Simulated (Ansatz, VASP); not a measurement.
Two plane-wave programs on Y

```
Y
1.0
     3.68271    0.00000    0.00000
    -1.84135    3.18932    0.00000
     0.00000    0.00000    5.69513
Y
2
Direct
  0.33333 0.66667 0.25000
  0.66667 0.33333 0.75000
```

Alike in both runs: functional r2SCAN; k mesh 15 × 15 × 8; occupations gaussian, width 0.1 eV; no spin polarisation.

Ansatz relaxed the structure, and its values are those at the end. VASP's run is a single point on that final structure, the one shown.

|  | VASP | Ansatz |
| --- | --- | --- |
| version | VASP 6.6.1 | Ansatz 0.2.0 |
| potentials or method | VASP PAW PBE potentials, release 64 (Y_sv), cutoff 520 eV | scalar-relativistic, plane waves, PAW |
| valence electrons in the cell | 22 | 22 |

```tsv
	VASP	Ansatz	Ansatz less VASP
gap on the k mesh at the Fermi level (eV)	none	none	-
pressure (GPa)	0.0	0.0	-0.03
```

VASP's potentials were made for PBE, not for r2SCAN. A gap of «none» marks a metal or a gap that the smearing closes.
